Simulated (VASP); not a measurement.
# SiO2 (P6_422) in VASP: vibrations by perturbation theory with LDA

Aim: the vibrations by perturbation theory of SiO2 with LDA.

Program: VASP 6.6.1. These are calculated values, not measurements. Logs are shortened: lines on timing, memory, paths and dates and some standing lists are left out, and cuts for length are marked.

## (1) The cell of the first run

Symmetry: P6_422, No. 181, hexagonal system. Conventional cell: a = 5.039 Å, b = 5.039 Å, c = 5.525 Å, α = 90.00°, β = 90.00°, γ = 120.00°. Si (site symmetry 222) has 4 O at 1.60 Å within 2.1 Å. O (site symmetry 2) has 2 Si at 1.60 Å within 2.1 Å.

## (2) Vibrations by perturbation theory, LDA

Input file INCAR:

```
PREC = Accurate ; ENCUT = 520
EDIFF = 1E-8 ; ISMEAR = 0
SIGMA = 0.05 ; LREAL = False
LASPH = True ; NELM = 100
ALGO = Normal ; ISIF = 2
LWAVE = False ; LCHARG = False
GGA = CA ; NBANDS = 34
IBRION = 8 ; NSW = 1
KPAR = 2
```

Input file KPOINTS:

```
Automatic mesh
0
Gamma
  6 6 4
```

Input file POSCAR:

```
SiO2
1.0
    5.0386983975      0.0000000000      0.0000000000
   -2.5193491987      4.3636408142      0.0000000000
    0.0000000000      0.0000000000      5.5248549769
Si O
3 6
Direct
    0.0000000000      0.5000000000      0.3333333333
    0.5000000000      0.5000000000      0.6666666667
    0.5000000000      0.0000000000      0.0000000000
    0.5843949018      0.7921974509      0.8333333333
    0.7921974509      0.5843949018      0.5000000000
    0.7921974509      0.2078025491      0.1666666667
    0.4156050982      0.2078025491      0.8333333333
    0.2078025491      0.4156050982      0.5000000000
    0.2078025491      0.7921974509      0.1666666667
```

Potentials or basis: VASP PAW LDA potentials, release 64 (Si, O).

Started as:

```
cat potpaw_LDA.64/Si/POTCAR potpaw_LDA.64/O/POTCAR > POTCAR
mpirun -np 2 vasp_std > vasp.out
```

OUTCAR:

```text
PREC = Accurate
   ENCUT = 520
   EDIFF = 1E-8
   ISMEAR = 0
   LREAL = False
   LASPH = True
   NELM = 100
   ISIF = 2
   GGA = CA
   IBRION = 8
   NSW = 1

 ion  position               nearest neighbor table
   1  0.000  0.500  0.333-   6 1.60   9 1.60   8 1.60   5 1.60   3 3.12   3 3.12   2 3.12   2 3.12

   2  0.500  0.500  0.667-   4 1.60   7 1.60   5 1.60   8 1.60   3 3.12   3 3.12   1 3.12   1 3.12

   3  0.500  0.000  0.000-   4 1.60   7 1.60   6 1.60   9 1.60   2 3.12   2 3.12   1 3.12   1 3.12

   4  0.584  0.792  0.833-   2 1.60   3 1.60
   5  0.792  0.584  0.500-   1 1.60   2 1.60
   6  0.792  0.208  0.167-   1 1.60   3 1.60
   7  0.416  0.208  0.833-   2 1.60   3 1.60
   8  0.208  0.416  0.500-   1 1.60   2 1.60
   9  0.208  0.792  0.167-   1 1.60   3 1.60

  LATTYP: Found a hexagonal cell.
 ALAT       =     5.0386983975
 C/A-ratio  =     1.0964845563

  Lattice vectors:

 A1 = (   5.0386983975,   0.0000000000,   0.0000000000)
 A2 = (  -2.5193491987,   4.3636408142,   0.0000000000)
 A3 = (   0.0000000000,   0.0000000000,   5.5248549769)

Analysis of symmetry for initial positions (statically):
[... 1037 lines left out ...]
          X           Y           Z          XY          YZ          ZX
  --------------------------------------------------------------------------------
  x    12.95372     1.93627     5.93738     7.87718    -4.29237    -7.22228
  y     9.97123   -18.56797    -3.42795     5.45418     7.24667    -4.04537
  z    -9.30831     9.30831     0.00000    -5.35815    -4.25376     7.36747

 SECOND DERIVATIVES (NOT SYMMETRIZED)
 ------------------------------------
               1X          1Y          1Z          2X          2Y          2Z          3X          3Y          3Z          4X          4Y          4Z          5X          5Y          5Z          6X          6Y          6Z          7X          7Y          7Z          8X          8Y          8Z          9X          9Y          9Z
  1X   -47.217524   -0.841557    0.000000   10.491814    1.246873    0.000000    2.346014    3.508165    0.000000   -1.476448   -0.726688   -0.455152   15.668168   -4.635948  -10.434402    2.998128    3.405895    2.332623   -1.476448   -0.726688    0.455152   15.668168   -4.635948   10.434402    2.998128    3.405895   -2.332623
  1Y    -0.841557  -46.245777    0.000000   -1.194815   -0.399308    0.000000    5.949853    7.746491   -0.000000   -0.726688   -0.637342    0.788346   -3.909156    3.708299    3.330823    2.679104   16.378340   10.701868   -0.726688   -0.637342   -0.788346   -3.909156    3.708299   -3.330823    2.679104   16.378340  -10.701868
  1Z     0.000000    0.000000  -49.865255    0.000000    0.000000    7.246582    0.000000    0.000000    7.246582    0.830441   -1.438365   -3.471986  -11.692949    3.247346   10.579016    3.034191   11.750064   10.579016   -0.830441    1.438365   -3.471986   11.692949   -3.247346   10.579016   -3.034191  -11.750064   10.579016
  2X    10.491814   -1.246873    0.000000  -47.217524    0.841557    0.000000    2.346014   -3.508165   -0.000000    2.998128   -3.405895   -2.332623   15.668168    4.635948  -10.434402   -1.476448    0.726688    0.455152    2.998128   -3.405895    2.332623   15.668168    4.635948   10.434402   -1.476448    0.726688   -0.455152
  2Y     1.194815   -0.399308    0.000000    0.841557  -46.245777   -0.000000   -5.949853    7.746491    0.000000   -2.679104   16.378340   10.701868    3.909156    3.708299   -3.330823    0.726688   -0.637342    0.788346   -2.679104   16.378340  -10.701868    3.909156    3.708299    3.330823    0.726688   -0.637342   -0.788346
  2Z     0.000000    0.000000    7.246582    0.000000    0.000000  -49.865255    0.000000    0.000000    7.246582   -3.034191   11.750064   10.579016  -11.692949   -3.247346   10.579016   -0.830441   -1.438365   -3.471986    3.034191  -11.750064   10.579016   11.692949    3.247346   10.579016    0.830441    1.438365   -3.471986
  3X     2.300930    5.923824    0.000000    2.300930   -5.923824    0.000000  -45.759904   -0.000000   -0.000000   10.398405   -6.951656   -8.101778   -0.217788   -0.000000   -0.910303   10.398405    6.951656    8.101778   10.398405   -6.951656    8.101778   -0.217788   -0.000000    0.910303   10.398405    6.951656   -8.101778
  3Y     3.482136    7.791575    0.000000   -3.482136    7.791575    0.000000   -0.000000  -47.703398    0.000000   -7.678447    8.978063    7.371045   -0.000000   -1.896002    0.000000    7.678447    8.978063    7.371045   -7.678447    8.978063   -7.371045   -0.000000   -1.896002    0.000000    7.678447    8.978063   -7.371045
  3Z    -0.000000    0.000000    7.246582    0.000000    0.000000    7.246582    0.000000    0.000000  -49.865255   -8.658758    8.502718   10.579016    1.660881    0.000000   -3.471986    8.658758    8.502718   10.579016    8.658758   -8.502718   10.579016   -1.660881   -0.000000   -3.471986   -8.658758   -8.502718   10.579016
  4X    -1.455504   -0.735335    0.837386    3.009680   -2.753015   -3.126910   10.355115   -7.603346   -8.572298  -16.679721   15.186098   14.190398    1.822620   -1.081012   -2.190882   -0.119236   -0.044809   -0.151040    1.510220   -3.874679    0.383333    0.015838    0.586828    0.730469    1.540987    0.319269   -2.100456
  4Y    -0.735335   -0.606412   -1.450395   -3.362457   16.334362   11.703760   -6.993904    8.988927    8.559864   15.186098  -34.215117  -24.578491   -1.165940    0.530758    1.439312    0.040119    2.472614    2.617015   -3.874679    5.984314   -0.663952    1.199814    1.017852    2.003662   -0.293717   -0.507297    0.369226
  4Z    -0.459014    0.795036   -3.470360   -2.331545   10.701535   10.572074   -8.102029    7.369945   10.572074   14.188032  -24.574393  -25.748908   -2.339067    1.194564    2.455693    0.135011    2.622974    2.455693   -0.381138    0.660151   -1.370196    1.368455    1.610203    2.266965   -2.078704   -0.380015    2.266965
  5X    15.651268   -3.936168  -11.699209   15.651268    3.936168  -11.699209   -0.181866   -0.000000    1.674772    1.826682   -1.163595   -2.341921  -42.982815   -0.000000   28.380797   -0.006290   -1.187038   -1.369987   -0.006290    1.187038   -1.369987    8.221361   -0.000000    0.766666    1.826682    1.163595   -2.341921
  5Y    -4.545610    3.692773    3.143896    4.545610    3.692773   -3.143896   -0.000000   -1.880050    0.000000   -1.078667    0.526696    1.177703   -0.000000   -7.912023    0.000000   -0.574052    1.039981    1.634436    0.574052    1.039981   -1.634436   -0.000000   -0.726827    0.000000    1.078667    0.526696   -1.177703
  5Z   -10.433574    3.331590   10.572074  -10.433574   -3.331590   10.572074   -0.918028    0.000000   -3.470360   -2.204057    1.428410    2.455693   28.376064    0.000000  -25.748908   -0.710249    1.990219    2.266965   -0.710249   -1.990219    2.266965   -0.762276    0.000000   -1.370196   -2.204057   -1.428410    2.455693
  6X     3.009680    2.753015    3.126910   -1.455504    0.735335   -0.837386   10.355115    7.603346    8.572298   -0.119236    0.044809    0.151040    0.015838   -0.586828   -0.730469  -16.679721  -15.186098  -14.190398    1.540987   -0.319269    2.100456    1.822620    1.081012    2.190882    1.510220    3.874679   -0.383333
  6Y     3.362457   16.334362   11.703760    0.735335   -0.606412   -1.450395    6.993904    8.988927    8.559864   -0.040119    2.472614    2.617015   -1.199814    1.017852    2.003662  -15.186098  -34.215117  -24.578491    0.293717   -0.507297    0.369226    1.165940    0.530758    1.439312    3.874679    5.984314   -0.663952
  6Z     2.331545   10.701535   10.572074    0.459014    0.795036   -3.470360    8.102029    7.369945   10.572074   -0.135011    2.622974    2.455693   -1.368455    1.610203    2.266965  -14.188032  -24.574393  -25.748908    2.078704   -0.380015    2.266965    2.339067    1.194564    2.455693    0.381138    0.660151   -1.370196
  7X    -1.455504   -0.735335   -0.837386    3.009680   -2.753015    3.126910   10.355115   -7.603346    8.572298    1.510220   -3.874679   -0.383333    0.015838    0.586828   -0.730469    1.540987    0.319269    2.100456  -16.679721   15.186098  -14.190398    1.822620   -1.081012    2.190882   -0.119236   -0.044809    0.151040
  7Y    -0.735335   -0.606412    1.450395   -3.362457   16.334362  -11.703760   -6.993904    8.988927   -8.559864   -3.874679    5.984314    0.663952    1.199814    1.017852   -2.003662   -0.293717   -0.507297   -0.369226   15.186098  -34.215117   24.578491   -1.165940    0.530758   -1.439312    0.040119    2.472614   -2.617015
  7Z     0.459014   -0.795036   -3.470360    2.331545  -10.701535   10.572074    8.102029   -7.369945   10.572074    0.381138   -0.660151   -1.370196   -1.368455   -1.610203    2.266965    2.078704    0.380015    2.266965  -14.188032   24.574393  -25.748908    2.339067   -1.194564    2.455693   -0.135011   -2.622974    2.455693
  8X    15.651268   -3.936168   11.699209   15.651268    3.936168   11.699209   -0.181866   -0.000000   -1.674772   -0.006290    1.187038    1.369987    8.221361   -0.000000   -0.766666    1.826682    1.163595    2.341921    1.826682   -1.163595    2.341921  -42.982815   -0.000000  -28.380797   -0.006290   -1.187038    1.369987
  8Y    -4.545610    3.692773   -3.143896    4.545610    3.692773    3.143896   -0.000000   -1.880050    0.000000    0.574052    1.039981    1.634436   -0.000000   -0.726827    0.000000    1.078667    0.526696    1.177703   -1.078667    0.526696   -1.177703   -0.000000   -7.912023    0.000000   -0.574052    1.039981   -1.634436
  8Z    10.433574   -3.331590   10.572074   10.433574    3.331590   10.572074    0.918028    0.000000   -3.470360    0.710249    1.990219    2.266965    0.762276    0.000000   -1.370196    2.204057    1.428410    2.455693    2.204057   -1.428410    2.455693  -28.376064    0.000000  -25.748908    0.710249   -1.990219    2.266965
  9X     3.009680    2.753015   -3.126910   -1.455504    0.735335    0.837386   10.355115    7.603346   -8.572298    1.540987   -0.319269   -2.100456    1.822620    1.081012   -2.190882    1.510220    3.874679    0.383333   -0.119236    0.044809   -0.151040    0.015838   -0.586828    0.730469  -16.679721  -15.186098   14.190398
  9Y     3.362457   16.334362  -11.703760    0.735335   -0.606412    1.450395    6.993904    8.988927   -8.559864    0.293717   -0.507297   -0.369226    1.165940    0.530758   -1.439312    3.874679    5.984314    0.663952   -0.040119    2.472614   -2.617015   -1.199814    1.017852   -2.003662  -15.186098  -34.215117   24.578491
  9Z    -2.331545  -10.701535   10.572074   -0.459014   -0.795036   -3.470360   -8.102029   -7.369945   10.572074   -2.078704    0.380015    2.266965   -2.339067   -1.194564    2.455693   -0.381138   -0.660151   -1.370196    0.135011   -2.622974    2.455693    1.368455   -1.610203    2.266965   14.188032   24.574393  -25.748908

 Eigenvectors and eigenvalues of the dynamical matrix
   1 f  =   36.156612 THz   227.178692 2PiTHz 1206.054750 cm-1   149.531664 meV
   2 f  =   36.156612 THz   227.178692 2PiTHz 1206.054750 cm-1   149.531664 meV
   3 f  =   34.125262 THz   214.415344 2PiTHz 1138.296212 cm-1   141.130680 meV
   4 f  =   33.519775 THz   210.610955 2PiTHz 1118.099328 cm-1   138.626586 meV
   5 f  =   33.369814 THz   209.668726 2PiTHz 1113.097189 cm-1   138.006400 meV
   6 f  =   33.369814 THz   209.668726 2PiTHz 1113.097189 cm-1   138.006400 meV
[... 15 lines left out ...]
  22 f  =    1.760062 THz    11.058794 2PiTHz   58.709339 cm-1     7.279027 meV
  23 f  =    1.760062 THz    11.058794 2PiTHz   58.709339 cm-1     7.279027 meV
  24 f/i=    0.006061 THz     0.038083 2PiTHz    0.202178 cm-1     0.025067 meV
  25 f/i=    0.051548 THz     0.323885 2PiTHz    1.719453 cm-1     0.213185 meV
  26 f/i=    0.051548 THz     0.323885 2PiTHz    1.719453 cm-1     0.213185 meV
  27 f/i=    2.462173 THz    15.470289 2PiTHz   82.129249 cm-1    10.182724 meV

 ELASTIC MODULI CONTR FROM IONIC RELAXATION (kBar)
 Direction    XX          YY          ZZ          XY          YZ          ZX
 --------------------------------------------------------------------------------
 XX       -1162.4587     54.9099   -441.6345     -0.0000      0.0000     -0.0000
 YY          54.9099  -1162.4587   -441.6345     -0.0000     -0.0000     -0.0000
 ZZ        -441.6345   -441.6345   -352.2031     -0.0000     -0.0000     -0.0000
 XY          -0.0000     -0.0000     -0.0000   -608.6984      0.0000     -0.0000
 YZ          -0.0000     -0.0000     -0.0000      0.0000  -2702.5584     -0.0000
 ZX          -0.0000     -0.0000     -0.0000     -0.0000     -0.0000  -2741.7015
 --------------------------------------------------------------------------------
```

Wall time 8.2 min (2 MPI ranks of Intel Xeon 6975P-C (Granite Rapids), shared host); peak memory 0.65 GiB.

What came out:

* Highest phonon frequency at Γ, LO-TO splitting left out: 1206 cm⁻¹
* Most unstable mode: 82i cm⁻¹

Phonon frequencies in cm⁻¹ (negative: imaginary):
```
              q point                                                                                                  frequencies
(0.000, 0.000, 0.000)  -82 -2 -2 0 59 59 233 233 345 381 381 393 394 394 403 424 674 674 775 779 779 1113 1113 1118 1138 1206 1206
```

Caveat: some modes are imaginary.
